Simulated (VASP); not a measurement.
Set up this calculation in VASP 6.6.1, as the native input.

| Property | Result |
| --- | --- |
| Task | single point |
| Functional | LDA |
| Potentials or basis | VASP PAW LDA potentials, release 64 (Ru_pv) |
| Cutoff | 520 eV |
| k mesh | 13 × 13 × 13 |
| Occupations | fermi-dirac, width 0.1 eV |
| Spin | no spin polarisation |
| Dipole correction | no |
| Further INCAR settings | ALGO = Normal; EDIFF = 1e-06; NBANDS = 21 |

The structure of Ru lies in POSCAR:

```
Ru
1.0
    0.0000000000      2.2588347347      2.2588347347
    2.2588347347      0.0000000000      2.2588347347
    2.2588347347      2.2588347347      0.0000000000
Ru
2
Direct
   -0.1250000000     -0.1250000000     -0.1250000000
    0.1250000000      0.1250000000      0.1250000000
```

This cell differs from its parent crystal: volume scaled by 0.6.

The input as run:

INCAR

```
PREC     = Accurate       # precision mode
ENCUT    = 520            # plane-wave cutoff, eV
EDIFF    = 1E-6           # SCF threshold, eV
ISMEAR   = -1             # smearing method
SIGMA    = 0.1            # smearing width, eV
LREAL    = F              # projectors in reciprocal space
LASPH    = T              # aspherical terms in the spheres
NELM     = 80             # most SCF steps
ALGO     = Normal         # electronic algorithm
ISIF     = 2              # what is computed and relaxed
LWAVE    = F              # write WAVECAR
LCHARG   = F              # write CHGCAR
NBANDS   = 21             # bands
```

KPOINTS

```
regular mesh
0
Gamma
  13 13 13
```

Potentials or basis: VASP PAW LDA potentials, release 64 (Ru_pv).

Run with:

```console
$ cat potpaw_LDA.64/Ru_pv/POTCAR > POTCAR
$ mpirun -np 1 vasp_std > vasp.out
```

Results of the run:

* Pressure: 318.5 GPa
* Band gap on the k mesh: zero (band 14 reaches 17.29 eV, above the bottom of band 15 at 15.62 eV)

Wall time 8.6 s on 1 thread of Intel(R) Xeon(R) 6975P-C (Granite Rapids) (shared host), peak memory 0.14 GiB.
